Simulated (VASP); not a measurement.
Wanted: the native input for a VASP 6.6.1 run.

```
Task                   : single point
Functional             : revPBE
Potentials or basis    : VASP PAW PBE potentials, release 64 (Rb_sv)
Cutoff                 : 520 eV
k mesh                 : 8 × 8 × 2
Occupations            : fermi-dirac, width 0.1 eV
Spin                   : no spin polarisation
Dipole correction      : no
Further INCAR settings : ALGO = Normal; EDIFF = 1e-06; NBANDS = 26
```

The structure of Rb lies in POSCAR:

```
Rb
1.0
    5.3821465765      0.0000000000      0.0000000000
   -2.6910732882      4.6610756621      0.0000000000
    0.0000000000      0.0000000000     17.7662175094
Rb
4
Direct
    0.0000000000      1.0000000000      0.0000000000
    0.0000000000      1.0000000000      0.5000000000
    0.3333333333      0.6666666667      0.2500000000
    0.6666666667      0.3333333333      0.7500000000
```

This isn't the form of Rb at room conditions, which is bcc.

One way to write it, as run:

INCAR

```
  PREC = Accurate
  ENCUT = 520
  EDIFF = 1E-6
  ISMEAR = -1
  SIGMA = 0.1
  LREAL = F
  LASPH = T
  NELM = 60
  ALGO = Normal
  ISIF = 2
  LWAVE = F
  LCHARG = T
  GGA = RE
  LELF = T
  LVHAR = T
  NBANDS = 26
```

KPOINTS

```
Automatic mesh
0
Gamma
  8 8 2
```

Potentials or basis: VASP PAW PBE potentials, release 64 (Rb_sv).

Launch:

```console
$ cat potpaw_PBE.64/Rb_sv/POTCAR > POTCAR
$ mpirun -np 1 vasp_std > vasp.out
```

It gave:

```yaml
Pressure: -0.2 GPa
Band_gap_on_the_k_mesh: zero (bands 18 and 19 overlap by 1.70 eV)
```

Caveat: the PAW data sets were made with another functional, which shifts forces and pressure a little.

It took 5.7 min on 1 thread of Intel Xeon 8259CL (shared host), peak memory 0.58 GiB.
